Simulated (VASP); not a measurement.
A run of VASP 6.6.1:

INCAR

```
SYSTEM = CdSe
ALGO = Normal ; EDIFF = 1E-6
EDIFFG = -0.01 ; ENCUT = 520
GGA = PE ; IBRION = 2
ISIF = 2 ; ISMEAR = -1
LASPH = .True. ; LCHARG = .False.
LREAL = .False. ; LWAVE = .False.
NELM = 60 ; NSW = 50
PREC = Accurate ; SIGMA = 0.03
```

Contents of KPOINTS:

```
k-points
0
Gamma
  8 8 8
  0 0 0
```

File POSCAR:

```
CdSe
1.0
    0.0000000000      2.5895670202      2.5895670202
    2.5895670202      0.0000000000      2.5895670202
    2.5895670202      2.5895670202      0.0000000000
Cd Se
1 1
Direct
    0.0000000000      0.0000000000      0.0000000000
    0.2500000000      0.2500000000      0.2500000000
```

Potentials or basis: VASP PAW PBE potentials, release 64 (Cd, Se).

The run is started by

```console
$ cat potpaw_PBE.64/Cd/POTCAR potpaw_PBE.64/Se/POTCAR > POTCAR
$ mpirun -np 1 vasp_std > vasp.out
```

Hardware: 1 thread of AMD EPYC 9R45 96-Core Processor (Zen 5), on a shared host.

Task: How long does it take, and how much memory?

Result: Run time: 9.8 s on 1 thread of AMD EPYC 9R45 96-Core Processor (Zen 5) (shared host), peak memory 0.13 GiB. Counts: scf iterations 13, k points 29, ion steps 1.
